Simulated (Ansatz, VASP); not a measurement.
# One calculation of NaF, two programs

Contents of INCAR:

```
ALGO     = Normal         # electronic algorithm
EDIFF    = 1E-6           # SCF threshold, eV
ENCUT    = 520            # plane-wave cutoff, eV
GGA      = PE             # functional
ISIF     = 2              # what is computed and relaxed
ISMEAR   = 0              # smearing method
LASPH    = True           # aspherical terms in the spheres
LCHARG   = False          # write CHGCAR
LREAL    = False          # projectors in reciprocal space
LWAVE    = False          # write WAVECAR
NBANDS   = 14             # bands
NELM     = 100            # most SCF steps
PREC     = Accurate       # precision mode
SIGMA    = 0.01           # smearing width, eV
```

Contents of KPOINTS:

```
k-points
0
Gamma
  8 8 8
```

The input POSCAR:

```
NaF
1.0
    0.0000000000      2.6026062930      2.6026062930
    2.6026062930      0.0000000000      2.6026062930
    2.6026062930      2.6026062930      0.0000000000
Na F
1 1
Direct
    0.0000000000      0.0000000000      0.0000000000
    0.2500000000      0.2500000000      0.2500000000
```

Input for Ansatz:

```yaml
crystal:
  lattice:
    - [0.0, 2.602606293, 2.602606293]
    - [2.602606293, 0.0, 2.602606293]
    - [2.602606293, 2.602606293, 0.0]
  atoms:
    - { symbol: Na, position: [0.0, 0.0, 0.0] }
    - { symbol: F, position: [0.25, 0.25, 0.25] }
kpoints:
  mp_grid: { grid: [8, 8, 8] }
hamiltonian:
  xc: pbe
scf:
  occupations: { method: fixed }
  n_extra_bands: 4
output:
  forces: true
  stress: true
  eigenvalues: true
```

Alike in both runs: task single point; functional PBE; k mesh 8 × 8 × 8; no spin polarisation.

|  | VASP | Ansatz |
| --- | --- | --- |
| version | VASP 6.6.1 | Ansatz 0.2.0 |
| potentials or method | VASP PAW PBE potentials, release 64 (Na_pv, F) | plane waves, PAW |
| plane-wave cutoff (eV) | 520 | 420 |
| occupations | gaussian, width 0.01 eV | fixed |
| valence electrons in the cell | 14 | 16 |

|  | VASP | Ansatz | Ansatz less VASP |
| --- | --- | --- | --- |
| gap on the k mesh at the Fermi level (eV) | 5.34 | 5.36 | +0.014 |
| pressure (GPa) | -0.9 | -0.9 | +0.05 |

VASP's potentials hold 14 valence electrons a cell and Ansatz's 16, so a difference there can come from the potentials and not from the codes.
